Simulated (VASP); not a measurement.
# Zr12H (a cell with a defect) in VASP: further runs

Runs on Zr12H (a cell with a defect). Level: PBEsol. Tasks: single point.

All numbers are computed with VASP 6.6.1; they aren't measurements. Logs are shortened: lines on timing, memory, paths and dates and some standing lists are left out, and cuts for length are marked.

### Step 1. The cell of the first run

The cell holds a defect, 13 atoms: a = 6.460 Å, b = 9.690 Å, c = 5.145 Å, α = 90.00°, β = 90.00°, γ = 120.00°.

### Step 2. Single point, PBEsol

The input, INCAR:

```
PREC = Accurate
ENCUT = 520
EDIFF = 1E-6
ISMEAR = 0
SIGMA = 0.05
LREAL = F
LASPH = T
NELM = 100
ALGO = Normal
ISIF = 2
LWAVE = F
LCHARG = F
GGA = PS
NBANDS = 84
```

The input, KPOINTS:

```
Automatic mesh
0
Gamma
  3 2 3
```

The input, POSCAR:

```
Zr12H
1.0
    6.4600000000      0.0000000000      0.0000000000
   -4.8450000000      8.3917860000      0.0000000000
    0.0000000000      0.0000000000      5.1453900000
Zr H
12 1
Direct
    0.0016974411      0.0016221815      0.0014778277
    0.1645092434      0.2200249148      0.4967745885
    0.0035845319      0.3304256090     -0.0080442882
    0.1726994730      0.5576277803      0.4949455726
    0.0030174880      0.6712829665     -0.0024709497
    0.1694635830      0.8917863253      0.4968808973
    0.4976531941     -0.0029022427      0.0028314666
    0.6639286947      0.2175255661      0.5022122716
    0.4941090599      0.3313776114      0.0055319422
    0.6633605219      0.5586875070      0.5081311621
    0.5028630385      0.6691550523      0.0037443226
    0.6654971210      0.8875276371      0.4989936623
    0.8354631080      0.4451949799     -0.2497295637
```

Potentials or basis: VASP PAW PBE potentials, release 64 (Zr_sv, H).

On the command line:

```
$ cat potpaw_PBE.64/Zr_sv/POTCAR potpaw_PBE.64/H/POTCAR > POTCAR
$ mpirun -np 1 vasp_std > vasp.out
```

OUTCAR:

```text
PREC = Accurate
   ENCUT = 520
   EDIFF = 1E-6
   ISMEAR = 0
   LREAL = F
   LASPH = T
   NELM = 100
   ISIF = 2
   GGA = PS

 ion  position               nearest neighbor table
   1  0.002  0.002  0.001-   2 3.14   6 3.16  12 3.18   2 3.18   3 3.18   9 3.19   6 3.19  12 3.20
                             5 3.21  11 3.22   7 3.23   7 3.23
   2  0.165  0.220  0.497-   9 3.13   3 3.14   1 3.14   3 3.18   1 3.18   6 3.20   9 3.20   8 3.22
                            12 3.22   8 3.24   4 3.25  10 3.25
   3  0.004  0.330  0.992-  13 2.27   2 3.14   8 3.16   9 3.16   2 3.18   1 3.18   4 3.19   4 3.21
                             8 3.24   7 3.25  11 3.25   9 3.30   5 3.30
   4  0.173  0.558  0.495-  13 2.30  11 3.13  10 3.17   5 3.19   3 3.19  12 3.19  11 3.20   5 3.21
                             3 3.21   2 3.25   6 3.25   8 3.29  10 3.30
   5  0.003  0.671  0.998-  13 2.28  10 3.15   6 3.17   6 3.17   7 3.18   4 3.19   1 3.21   4 3.21
                            11 3.22  11 3.24  10 3.24   9 3.29   3 3.30
   6  0.169  0.892  0.497-   7 3.14   1 3.16   5 3.17   5 3.17   8 3.18   7 3.19   1 3.19   2 3.20
                            12 3.23  12 3.24   4 3.25  10 3.25
   7  0.498  0.997  0.003-   6 3.14  12 3.16   8 3.17   8 3.17   5 3.18   6 3.19  12 3.19  11 3.19
                             1 3.23   1 3.23   3 3.25   9 3.25
   8  0.664  0.218  0.502-  13 2.30   3 3.16   7 3.17   7 3.17   6 3.18   9 3.19  12 3.20   9 3.22
                             2 3.22   2 3.24   3 3.24   4 3.29  10 3.31
   9  0.494  0.331  0.006-  13 2.32   2 3.13   3 3.16   8 3.19   1 3.19  10 3.19   2 3.20  10 3.21
                             8 3.22  11 3.25   7 3.25   5 3.29   3 3.30
  10  0.663  0.559  0.508-  13 2.28  11 3.14   5 3.15   4 3.17  11 3.17  12 3.18   9 3.19   9 3.21
                             5 3.24   6 3.25   2 3.25   4 3.30   8 3.31
  11  0.503  0.669  0.004-   4 3.13  10 3.14  12 3.14  10 3.17  12 3.18   7 3.19   4 3.20   5 3.22
                             1 3.22   5 3.24   9 3.25   3 3.25
  12  0.665  0.888  0.499-  11 3.14   7 3.16   1 3.18  11 3.18  10 3.18   7 3.19   4 3.19   1 3.20
                             8 3.20   2 3.22   6 3.23   6 3.24
  13  0.835  0.445  0.750-   3 2.27   5 2.28  10 2.28   8 2.30   4 2.30   9 2.32

  LATTYP: Found a simple monoclinic cell.
 ALAT       =     6.4600000000
 B/A-ratio  =     0.7965000000
 C/A-ratio  =     1.3228756308
 COS(beta)  =    -0.1889822400

  Lattice vectors:

 A1 = (   6.4600000000,   0.0000000000,   0.0000000000)
 A2 = (   0.0000000000,   0.0000000000,   5.1453900000)
 A3 = (  -1.6150000000,  -8.3917860000,   0.0000000000)

Analysis of symmetry for initial positions (statically):
=====================================================================
 Subroutine PRICEL returns:
 Original cell was already a primitive cell.

 Routine SETGRP: Setting up the symmetry group for a
 simple monoclinic supercell.

 Subroutine GETGRP returns: Found  1 space group operations
 (whereof  1 operations were pure point group operations)
 out of a pool of  4 trial point group operations.

The static configuration has the point symmetry C_1 .

Analysis of symmetry for dynamics (positions and initial velocities):
=====================================================================
 Subroutine PRICEL returns:
 Original cell was already a primitive cell.

 Routine SETGRP: Setting up the symmetry group for a
 simple monoclinic supercell.

 Subroutine GETGRP returns: Found  1 space group operations
 (whereof  1 operations were pure point group operations)
 out of a pool of  4 trial point group operations.

The dynamic configuration has the point symmetry C_1 .

 Subroutine INISYM returns: Found  1 space group operations
 (whereof  1 operations are pure point group operations),
 and found     1 'primitive' translations

----------------------------------------------------------------------------------------

                                     Primitive cell

  volume of cell :     278.9364

  direct lattice vectors                    reciprocal lattice vectors
     6.460000000  0.000000000  0.000000000     0.154798762  0.089373108  0.000000000
    -4.845000000  8.391786000  0.000000000     0.000000000  0.119164145  0.000000000
     0.000000000  0.000000000  5.145390000     0.000000000  0.000000000  0.194348728

  length of vectors
     6.460000000  9.689999859  5.145390000     0.178746214  0.119164145  0.194348728
[... 69 lines left out ...]
|                                                                             |
 -----------------------------------------------------------------------------

 Subroutine IBZKPT returns following result:
 ===========================================

 Found     10 irreducible k-points:

 Following reciprocal coordinates:
            Coordinates               Weight
  0.000000  0.000000  0.000000      1.000000
  0.333333  0.000000  0.000000      2.000000
  0.000000  0.500000  0.000000      1.000000
  0.333333  0.500000  0.000000      2.000000
  0.000000  0.000000  0.333333      2.000000
  0.333333  0.000000  0.333333      2.000000
 -0.333333  0.000000  0.333333      2.000000
  0.000000  0.500000  0.333333      2.000000
  0.333333  0.500000  0.333333      2.000000
 -0.333333  0.500000  0.333333      2.000000
   k-points           NKPTS =     10   k-points in BZ     NKDIM =     10   number of bands    NBANDS=     84
   number of dos      NEDOS =    301   number of ions     NIONS =     13
   total plane-waves  NPLWV = 138240
   dimension x,y,z NGX =    48 NGY =   72 NGZ =   40
   dimension x,y,z NGXF=    96 NGYF=  144 NGZF=   80
   ions per type =              12   1
   NGX,Y,Z   is equivalent  to a cutoff of  12.35, 12.35, 12.92 a.u.
   NGXF,Y,Z  is equivalent  to a cutoff of  24.71, 24.71, 25.85 a.u.
 SYSTEM =  unknown system
   PREC   = accura    normal or accurate (medium, high low for compatibility)
   ISTART =      0    job   : 0-new  1-cont  2-samecut
   ICHARG =      2    charge: 1-file 2-atom 10-const
   ISPIN  =      1    spin polarized calculation?
   LNONCOLLINEAR =      F non collinear calculations
   LSORBIT =      F    spin-orbit coupling
   LASPH  =      T    aspherical Exc in radial PAW
   ENCUT  =  520.0 eV  38.22 Ry    6.18 a.u.  12.01 18.02  9.57*2*pi/ulx,y,z
   NELM   =    100;   NELMIN=  2; NELMDL= -5     # of ELM steps
   EDIFF  = 0.1E-05   stopping-criterion for ELM
   LREAL  =      F    real-space projection
   EDIFFG = 0.1E-04   stopping-criterion for IOM
   NSW    =      0    number of steps for IOM
   IBRION =     -1    ionic relax: 0-MD 1-quasi-New 2-CG
   NFREE  =      0    steps in history (QN), initial steepest desc. (CG)
   ISIF   =      2    stress and relaxation
   ISYM   =      2    0-nonsym 1-usesym 2-fastsym
   POTIM  = 0.5000    time-step for ionic-motion
   TEBEG  =    0.0;   TEEND  =   0.0 temperature during run
   PSTRESS=    0.0 pullay stress
   NELECT =     145.0000    total number of electrons
   NUPDOWN=      -1.0000    fix difference up-down
   EMIN   =  10.00;   EMAX   =-10.00  energy-range for DOS
   EFERMI =   0.00;   METHOD = LEGACY
   ISMEAR =     0;   SIGMA  =   0.05  broadening in eV -4-tet -1-fermi 0-gaus
   EFERMI_NEDOS =   21; number of points for ismear=-14 and -15
   IALGO  =     38    algorithm
   IMIX   =      4    mixing-type and parameters
     AMIX     =   0.40;   BMIX     =  1.00
     AMIX_MAG =   1.60;   BMIX_MAG =  1.00
  volume/ion in A,a.u.               =      21.46       144.80
  Fermi-wavevector in a.u.,A,eV,Ry     =   1.316323  2.487490 23.574895  1.732706
  Thomas-Fermi vector in A             =   2.446443
   LORBIT       =      0    0 simple, 1 ext, 2 COOP (PROOUT), +10 PAW based schemes
   GGA     = PS    functional components
   LHFCALC =     F    Hartree Fock is set to
   AEXX    =    0.0000 exact exchange contribution
   IVDW    =     0    specifies the selected vdW correction
   LEPSILON=     F    determine dielectric tensor
   LRPA    =     F    only Hartree local field effects (RPA)
 non-spin polarized calculation
 Gauss-broadening in eV      SIGMA  =   0.05
  energy-cutoff  :      520.00
  volume of cell :      278.94
 maximum number of plane-waves:      7545
   NGX = 25   NGY = 37   NGZ = 19

 number of electron     145.0000000 magnetization

 Free energy of the ion-electron system (eV)
  ---------------------------------------------------
  ext. energy  EPLUGINS =         0.00000000
  ---------------------------------------------------
  free energy    TOTEN  =      -112.43355065 eV

  energy without entropy =     -112.40195737  energy(sigma->0) =     -112.41775401

 E-fermi :   8.9235     XC(G=0): -11.2554

 val. band max:        8.9213997725   @ k =   0.3333   0.0000   0.3333
 cond. band min:       8.9400398727   @ k =   0.3333   0.5000   0.3333
 fundamental gap:      0.0186401002
 Fermi energy:         8.9234663691

 k-point     1 :       0.0000    0.0000    0.0000
  band No.  band energies     occupation
      1     -39.7932      2.00000
      2     -39.7173      2.00000
      3     -39.6815      2.00000
      4     -39.6786      2.00000
      5     -39.6615      2.00000
      6     -39.6563      2.00000
[... 859 lines left out ...]
     83       9.5719      0.00000
     84       9.9518      0.00000

------------------------ aborting loop because EDIFF is reached ----------------------------------------

  FORCE on cell =-STRESS in cart. coord.  units (eV):
  Direction    XX          YY          ZZ          XY          YZ          ZX
  --------------------------------------------------------------------------------------
  -------------------------------------------------------------------------------------
  Total       -4.3863739     -3.9770151     -3.8979328      0.2775492     -0.2800072     -0.1209634
  in kB      -25.1948055    -22.8434981    -22.3892585      1.5942091     -1.6083278     -0.6947994
  external PRESSURE =     -23.4758541 kB  Pullay stress =       0.0000000 kB

 VOLUME and BASIS-vectors are now :
 -----------------------------------------------------------------------------
  energy-cutoff  :      520.00
  volume of cell :      278.94
      direct lattice vectors                 reciprocal lattice vectors
     6.460000000  0.000000000  0.000000000     0.154798762  0.089373108  0.000000000
    -4.845000000  8.391786000  0.000000000     0.000000000  0.119164145  0.000000000
     0.000000000  0.000000000  5.145390000     0.000000000  0.000000000  0.194348728

 POSITION                                       TOTAL-FORCE (eV/Angst)
 -----------------------------------------------------------------------------------
      0.00311      0.01361      0.00760        -0.000721      0.013928      0.000018
     -0.00329      1.84640      2.55610        -0.014632     -0.002738      0.007599
     -1.57776      2.77286      5.10400         0.012733      0.001525     -0.006963
     -1.58607      4.67949      2.54669         0.015013      0.007500     -0.002120
     -3.23287      5.63326      5.13268        -0.005430      0.012809     -0.005745
     -3.22597      7.48368      2.55665        -0.008758     -0.006958     -0.001214
     -1.61610      8.36743      0.01457         0.006908      0.008466      0.001638
      3.23507      1.82543      2.58408         0.004858     -0.005469      0.009019
      1.58642      2.78085      0.02846        -0.008626     -0.003791     -0.003231
      1.57847      4.68839      2.61453        -0.003164     -0.002961      0.012922
      0.00644      5.61541      0.01927         0.012803      0.001433     -0.007420
     -0.00096      7.44794      2.56752         0.003564     -0.015165      0.000256
      3.24012      3.73598      3.86043        -0.014546     -0.008580     -0.004759
 -----------------------------------------------------------------------------------
    total drift:                                0.000000     -0.000032      0.000015

  FREE ENERGIE OF THE ION-ELECTRON SYSTEM (eV)
  ---------------------------------------------------
  free  energy   TOTEN  =      -112.4335506510 eV

  energy  without entropy=     -112.4019573677  energy(sigma->0) =     -112.41775401
```

It took 3.6 min on 1 thread of Intel Xeon 6975P-C (Granite Rapids), shared host; peak memory 0.41 GiB.

What came out:

```
Free energy            : -112.4336 eV
Pressure               : -2.3 GPa
Largest force          : 0.018 eV/Å
Band gap on the k mesh : zero (an odd number of electrons rules out a gap without spin polarisation)
```

Forces on the atoms (eV/Å):
```
Zr  -0.001  0.014  0.000
Zr  -0.015 -0.003  0.008
Zr   0.013  0.002 -0.007
Zr   0.015  0.007 -0.002
Zr  -0.005  0.013 -0.006
Zr  -0.009 -0.007 -0.001
Zr   0.007  0.008  0.002
Zr   0.005 -0.005  0.009
Zr  -0.009 -0.004 -0.003
Zr  -0.003 -0.003  0.013
Zr   0.013  0.001 -0.007
Zr   0.004 -0.015  0.000
H   -0.015 -0.009 -0.005
```

Stress tensor (GPa, compression positive):
```
-2.52  0.16 -0.07
 0.16 -2.28 -0.16
-0.07 -0.16 -2.24
```

Levels at points of the mesh, in eV from the Fermi level:
```csv
k point,band 68,band 69,band 70,band 71,band 72,band 73,band 74,band 75,band 76,band 77
"(0.00, 0.00, 0.00)",-0.64,-0.45,-0.26,0.08,0.32,0.45,0.62,0.74,0.78,0.78
"(0.00, 0.50, 0.00)",-0.29,-0.20,-0.09,-0.06,-0.03,0.11,0.32,0.41,0.53,0.72
```

Caveat: the k points lie up to 0.41 Å⁻¹ apart, too coarse for converged energies and pressures of a metal; the PAW data sets were made with another functional, which shifts forces and pressure a little.

### Step 3. Single point, PBEsol

The input, INCAR:

```
ALGO     = Normal         # electronic algorithm
EDIFF    = 1E-6           # SCF threshold, eV
ENCUT    = 520            # plane-wave cutoff, eV
GGA      = PS             # functional
ISIF     = 2              # what is computed and relaxed
ISMEAR   = 0              # smearing method
LASPH    = T              # aspherical terms in the spheres
LCHARG   = T              # write CHGCAR
LELF     = T              # ELF
LREAL    = F              # projectors in reciprocal space
LVHAR    = T            
LWAVE    = F              # write WAVECAR
NBANDS   = 84             # bands
NELM     = 100            # most SCF steps
PREC     = Accurate       # precision mode
SIGMA    = 0.05           # smearing width, eV
```

The input, KPOINTS:

```
k-points
0
Gamma
  3 2 3
```

The input, POSCAR:

```
Zr12H
1.0
    6.4600000000      0.0000000000      0.0000000000
   -4.8450000000      8.3917860000      0.0000000000
    0.0000000000      0.0000000000      5.1453900000
Zr H
12 1
Direct
    0.0022397122      0.0025004212     -0.0013831799
    0.1623799058      0.2186029291      0.5007497974
    0.0034714802      0.3312501058      0.0073578485
    0.1724361614      0.5566533751      0.5089359602
    0.0038843394      0.6722201925      0.0053208795
    0.1683226808      0.8906605817      0.5047327802
    0.4981367855     -0.0031810868     -0.0028462371
    0.6627153168      0.2155306391      0.4952003638
    0.4939939973      0.3310351336     -0.0088234322
    0.6626072687      0.5561832725      0.4929476677
    0.5040778810      0.6687789703     -0.0006870228
    0.6644976297      0.8850754774      0.5024546244
    0.8328469129      0.4433052749      0.2504270813
```

Potentials or basis: VASP PAW PBE potentials, release 64 (Zr_sv, H).

On the command line:

```
$ cat potpaw_PBE.64/Zr_sv/POTCAR potpaw_PBE.64/H/POTCAR > POTCAR
$ mpirun -np 1 vasp_std > vasp.out
```

Run time: 3.9 min. Hardware: 1 thread of Intel Xeon 6975P-C (Granite Rapids), shared host; peak memory 0.42 GiB.

The run converged. Its results:

| Property | Result |
| --- | --- |
| Free energy | -112.4343 eV |
| Pressure | -2.4 GPa |
| Largest force | 0.017 eV/Å |
| Band gap on the k mesh | zero (an odd number of electrons rules out a gap without spin polarisation) |

Forces in eV/Å, atoms in the order of the input:
```
Zr  -0.005  0.002  0.003
Zr  -0.008  0.002  0.007
Zr   0.003  0.001  0.000
Zr   0.007  0.000 -0.005
Zr  -0.004  0.000 -0.002
Zr  -0.007 -0.009  0.002
Zr   0.009  0.010 -0.009
Zr  -0.003 -0.006  0.012
Zr  -0.006 -0.006  0.002
Zr   0.005  0.000 -0.001
Zr   0.005  0.002 -0.002
Zr   0.003 -0.003 -0.005
H    0.000  0.006 -0.002
```

Stress tensor (GPa, compression positive):
```
-2.64  0.18  0.05
 0.18 -2.15  0.20
 0.05  0.20 -2.28
```

Levels at points of the mesh, in eV from the Fermi level:
```tsv
k point	band 69	band 70	band 71	band 72	band 73	band 74	band 75	band 76
(0.00, 0.00, 0.00)	-0.45	-0.25	0.08	0.32	0.45	0.65	0.75	0.77
(0.00, 0.50, 0.00)	-0.20	-0.09	-0.05	-0.01	0.11	0.32	0.42	0.52
```

Caveat: the k points lie up to 0.41 Å⁻¹ apart, too coarse for converged energies and pressures of a metal; the PAW data sets were made with another functional, which shifts forces and pressure a little.

### Step 4. Single point, PBEsol

The input, INCAR:

```
SYSTEM = Zr12H
PREC = Accurate
ENCUT = 520
EDIFF = 1E-6
ISMEAR = 0
SIGMA = 0.05
LREAL = .FALSE.
LASPH = .TRUE.
NELM = 80
ALGO = Normal
ISIF = 2
LWAVE = .FALSE.
LCHARG = .FALSE.
GGA = PS
NBANDS = 84
```

The input, KPOINTS:

```
regular mesh
0
G
  3 2 3
  0 0 0
```

The input, POSCAR:

```
Zr12H
1.0
    6.4600000000      0.0000000000      0.0000000000
   -4.8450000000      8.3917860000      0.0000000000
    0.0000000000      0.0000000000      5.1453900000
Zr H
12 1
Direct
    0.0022396716      0.0025004180     -0.0013831910
    0.1623799399      0.2186029258      0.5007498713
    0.0034714272      0.3312501087      0.0073577927
    0.1724361849      0.5566533878      0.5089359635
    0.0038843826      0.6722202035      0.0053209226
    0.1683226985      0.8906605565      0.5047327553
    0.4981367734     -0.0031810556     -0.0028462608
    0.6627153295      0.2155306494      0.4952003309
    0.4939939919      0.3310351237     -0.0088234254
    0.6626072343      0.5561832371      0.4929476183
    0.5040779101      0.6687789527     -0.0006869287
    0.6644976842      0.8850755306      0.5024545650
    0.8328469720      0.4433052618      0.2504270865
```

On the command line:

```
$ cat potpaw_PBE.64/Zr_sv/POTCAR potpaw_PBE.64/H/POTCAR > POTCAR
$ mpirun -np 1 vasp_std > vasp.out
```

Wall time 5.2 min (1 thread of Intel Xeon Platinum 8259CL at 2.50GHz (Skylake/Cascade Lake), shared host); peak memory 0.43 GiB.

It converged, with:

- Free energy: -112.4343 eV
- Pressure: -2.4 GPa
- Largest force: 0.017 eV/Å
- Band gap on the k mesh: zero (an odd number of electrons rules out a gap without spin polarisation)

Forces in eV/Å, atoms in the order of the input:
```
Zr  -0.005  0.002  0.003
Zr  -0.008  0.002  0.007
Zr   0.003  0.001  0.000
Zr   0.007  0.000 -0.005
Zr  -0.004  0.000 -0.002
Zr  -0.007 -0.009  0.002
Zr   0.009  0.010 -0.009
Zr  -0.003 -0.006  0.012
Zr  -0.006 -0.006  0.002
Zr   0.005  0.000 -0.001
Zr   0.005  0.002 -0.002
Zr   0.003 -0.003 -0.005
H    0.000  0.006 -0.002
```

Stress tensor (GPa, compression positive):
```
-2.64  0.18  0.05
 0.18 -2.15  0.20
 0.05  0.20 -2.28
```

Levels at points of the mesh, in eV from the Fermi level:
```tsv
k point	band 70	band 71	band 72	band 73	band 74	band 75
(0.00, 0.00, 0.00)	-0.25	0.08	0.32	0.45	0.65	0.75
(0.00, 0.50, 0.00)	-0.09	-0.05	-0.01	0.11	0.32	0.42
```

Caveat: the k points lie up to 0.41 Å⁻¹ apart, too coarse for converged energies and pressures of a metal; the PAW data sets were made with another functional, which shifts forces and pressure a little.
